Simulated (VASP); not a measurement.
TaTi3:

```
CELL_PARAMETERS angstrom
0.00000 3.26653 3.26653
3.26653 0.00000 3.26653
3.26653 3.26653 0.00000
ATOMIC_POSITIONS crystal
Ti 0.25000 0.25000 0.25000
Ti 0.75000 0.75000 0.75000
Ti 0.50000 0.50000 0.50000
Ta 0.00000 0.00000 0.00000
```

Base run:

```yaml
Program: VASP 6.6.1
Functional: PBEsol
Potentials_or_basis: VASP PAW PBE potentials, release 64 (Ti_sv, Ta_pv)
Cutoff: 500 eV
k_mesh: 6 × 6 × 6
Occupations: gaussian, width 0.01 eV
Spin: no spin polarisation
```

Its results: pressure -4.9 GPa.

Question: The run is repeated on the same cell with these changes: k mesh from 6 × 6 × 6 to 2 × 2 × 2. What comes out?

Answer: Pressure -6.0 GPa.

Caveats: some runs use coarse meshes; the PAW data sets were made with another functional, which shifts forces and pressure a little.
